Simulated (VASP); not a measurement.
A run of VASP 6.6.1:

File INCAR:

```
PREC     = Accurate       # precision mode
ENCUT    = 520            # plane-wave cutoff, eV
EDIFF    = 1E-6           # SCF threshold, eV
ISMEAR   = -1             # smearing method
SIGMA    = 0.02           # smearing width, eV
LREAL    = F              # projectors in reciprocal space
LASPH    = T              # aspherical terms in the spheres
NELM     = 100            # most SCF steps
ALGO     = Normal         # electronic algorithm
ISIF     = 2              # what is computed and relaxed
LWAVE    = F              # write WAVECAR
LCHARG   = F              # write CHGCAR
GGA      = PE             # functional
NBANDS   = 26             # bands
```

KPOINTS

```
regular mesh
0
Gamma
  12 12 6
```

File POSCAR:

```
CdSe
1.0
    4.2990000000      0.0000000000      0.0000000000
   -2.1495000000      3.7230432109      0.0000000000
    0.0000000000      0.0000000000      7.0801000000
Cd Se
2 2
Direct
    0.3333333333      0.6666666667      0.0016078946
    0.6666666667      0.3333333333      0.5016078946
    0.3333333333      0.6666666667      0.3751821054
    0.6666666667      0.3333333333      0.8751821054
```

Potentials or basis: VASP PAW PBE potentials, release 64 (Cd, Se).

The run is started by

```sh
$ cat potpaw_PBE.64/Cd/POTCAR potpaw_PBE.64/Se/POTCAR > POTCAR
$ mpirun -np 1 vasp_std > vasp.out
```

Hardware: 1 thread of Intel(R) Xeon(R) Platinum 8488C (Sapphire Rapids), with other jobs on the host.

Estimate the wall time of this run.

Run time: 2.2 min on 1 thread of Intel(R) Xeon(R) Platinum 8488C (Sapphire Rapids) (shared host), peak memory 0.35 GiB. Counts: scf iterations 14, k points 76.
